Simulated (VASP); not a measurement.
Set up this calculation in VASP 6.6.1, as the native input.

```yaml
Task: single point
Functional: PBE
Potentials_or_basis: VASP PAW PBE potentials, release 64 (Cl)
Cutoff: 520 eV
k_mesh: 16 × 16 × 16
Occupations: fermi-dirac, width 0.08 eV
Spin: no spin polarisation
Dipole_correction: no
Further_INCAR_settings: ALGO = Normal; EDIFF = 1e-07; NBANDS = 14
```

The structure of Cl lies in POSCAR:

```
Cl
1.0
   -2.5404915600      2.5404915600      1.6490679255
    2.5404915600     -2.5404915600      1.6490679255
    2.5404915600      2.5404915600     -1.6490679255
Cl
2
Direct
   -0.3750000000     -0.1250000000     -0.2500000000
    0.3750000000      0.1250000000      0.2500000000
```

One way to write it, as run:

INCAR

```
SYSTEM = Cl
ALGO = Normal
EDIFF = 1E-7
ENCUT = 520
GGA = PE
ISIF = 2
ISMEAR = -1
LASPH = .TRUE.
LCHARG = .FALSE.
LREAL = .FALSE.
LWAVE = .FALSE.
NBANDS = 14
NELM = 60
PREC = Accurate
SIGMA = 0.08
```

KPOINTS

```
k-points
0
G
  16 16 16
  0 0 0
```

Potentials or basis: VASP PAW PBE potentials, release 64 (Cl).

Launch:

```bash
$ cat potpaw_PBE.64/Cl/POTCAR > POTCAR
$ mpirun -np 1 vasp_std > vasp.out
```

Results of the run:

```
Pressure               : 5.3 GPa
Band gap on the k mesh : zero (bands 7 and 8 overlap by 2.03 eV)
```

Caveat: the cell stands under pressure.

Wall time 5.1 min on 1 thread of Oxide Virtual Turin-like Processor (shared host), peak memory 0.24 GiB.
